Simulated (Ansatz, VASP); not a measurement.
## One calculation of SiC, two programs

```xyz
2
Lattice="0.0000 2.1781 2.1781 2.1781 0.0000 2.1781 2.1781 2.1781 0.0000" Properties=species:S:1:pos:R:3 pbc="T T T"
Si    0.0000    0.0000    0.0000
C     1.0890    1.0890    1.0890
```

Alike in both runs: task single point; functional HF; k mesh 8 × 8 × 8; no spin polarisation.

|  | VASP | Ansatz |
| --- | --- | --- |
| version | VASP 6.6.1 | Ansatz 0.2.0 |
| potentials or method | VASP PAW PBE potentials, release 64 (Si, C) | plane waves, PAW |
| plane-wave cutoff (eV) | 520 | 420 |
| occupations | gaussian, width 0.01 eV | fixed |
| valence electrons in the cell | 8 | 8 |

```tsv
	VASP	Ansatz	Ansatz less VASP
gap on the k mesh at the Fermi level (eV)	8.73	8.66	-0.064
pressure (GPa)	0.5	1.8	+1.26
```

VASP's potentials were made for PBE, not for HF. Ansatz's warnings: stress exchange threshold loose, stress scf threshold loose.
